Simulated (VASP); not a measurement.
PbSe (Clausthalite), 2 atoms in the cell. The structure is cubic, space group Fm-3m (No. 225). The conventional cell has a = 5.954 Å, b = 5.954 Å, c = 5.954 Å, α = 90.00°, β = 90.00°, γ = 90.00°. Pb (site symmetry m-3m) has 6 Se at 2.98 Å within 3.9 Å. Se (site symmetry m-3m) has 6 Pb at 2.98 Å within 3.9 Å. 

| Quantity | Value |
| --- | --- |
| Program | VASP 6.6.1 |
| Task | single point |
| Functional | PBE |
| Dispersion | D3(BJ) |
| Potentials or basis | VASP PAW PBE potentials, release 64 (Pb_d, Se) |
| Cutoff | 520 eV |
| k mesh | 5 × 5 × 5 |
| Occupations | gaussian, width 0.1 eV |
| Spin | no spin polarisation |
| Dipole correction | no |
| Further INCAR settings | ALGO = Normal; EDIFF = 1e-06; NBANDS = 17 |

Potentials or basis: VASP PAW PBE potentials, release 64 (Pb_d, Se).

Command:

```bash
$ cat potpaw_PBE.64/Pb_d/POTCAR potpaw_PBE.64/Se/POTCAR > POTCAR
$ mpirun -np 1 vasp_std > vasp.out
```

Hardware: 1 thread of Intel Xeon 6975P-C (shared host).

Problem. Estimate the wall time of this run.

Solution. Run time: 6 s on 1 thread of Intel Xeon 6975P-C, on a shared host, peak memory 0.18 GiB. Counts: scf iterations 12, k points 10.
